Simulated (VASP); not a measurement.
Crystal: ZnSe.

```
Zn Se
1.0
     0.00000    2.83242    2.83242
     2.77634    0.00000    2.83242
     2.77634    2.83242    0.00000
Zn Se
1 1
Direct
  0.00000 0.00000 0.00000
  0.25000 0.25000 0.25000
```

This cell differs from its parent crystal: uniaxial x strain -2.0%.

Base run:

```yaml
Program: VASP 6.6.1
Functional: r2SCAN
Potentials_or_basis: VASP PAW PBE potentials, release 64 (Zn, Se)
Cutoff: 520 eV
k_mesh: 8 × 8 × 8
Occupations: gaussian, width 0.01 eV
Spin: no spin polarisation
```

Its results: band gap on the k mesh 1.91 eV, direct; pressure 1.5 GPa.

The run is repeated on the same cell with these changes: functional from r2SCAN to PBE; occupations from gaussian, width 0.01 eV to fermi-dirac, width 0.02 eV. What comes out?

Band gap on the k mesh 1.33 eV, direct; pressure 3.8 GPa.

Caveats: the PAW data sets were made with another functional, which shifts forces and pressure a little (some runs).

